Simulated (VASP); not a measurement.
**Be: single point with PBE**

The system is Be.

```
Be
1.0
     3.93274    0.00000    0.00000
     0.00000    3.93274    0.00000
     0.00000    0.00000    3.93274
Be
7
Direct
  0.50000 0.74685 0.00000
  0.00000 0.50000 0.25315
  0.74685 0.00000 0.50000
  0.50000 0.25315 0.00000
  0.00000 0.50000 0.74685
  0.25315 0.00000 0.50000
  0.50000 0.50000 0.50000
```

```yaml
Program: VASP 6.6.1
Task: single point
Functional: PBE
Potentials_or_basis: VASP PAW PBE potentials, release 64 (Be)
Cutoff: 520 eV
k_mesh: 10 × 10 × 10
Occupations: gaussian, width 0.1 eV
Spin: no spin polarisation
Dipole_correction: no
Further_INCAR_settings: ALGO = Normal; EDIFF = 1e-06; NBANDS = 16
```

```json
{
  "Pressure": "0.1 GPa",
  "Largest force": "0.008 eV/Å",
  "Band gap on the k mesh": "zero (band 7 reaches 6.87 eV, above the bottom of band 8 at 2.54 eV)"
}
```

Forces on the atoms (eV/Å):
```
Be   0.000  0.008  0.000
Be   0.000  0.000 -0.008
Be   0.008  0.000  0.000
Be   0.000 -0.008  0.000
Be   0.000  0.000  0.008
Be  -0.008  0.000  0.000
Be   0.000  0.000  0.000
```

Levels at points of the mesh, in eV from the Fermi level:
| k point | band 5 | band 6 | band 7 | band 8 | band 9 | band 10 |
| --- | --- | --- | --- | --- | --- | --- |
| (0.00, 0.00, 0.00) | -3.14 | -3.14 | -1.64 | 4.58 | 4.58 | 4.58 |
| (0.50, 0.00, 0.00) | -2.35 | -1.83 | -1.73 | 1.16 | 1.38 | 1.71 |
| (0.50, 0.50, 0.00) | -1.83 | -1.65 | -0.36 | 1.73 | 1.79 | 2.05 |
| (0.50, 0.50, 0.50) | -4.21 | -4.21 | -4.21 | -3.16 | 8.98 | 8.98 |

It took 47 s on 1 thread of AMD EPYC 9R45 (Zen 5), on a shared host, peak memory 0.16 GiB.
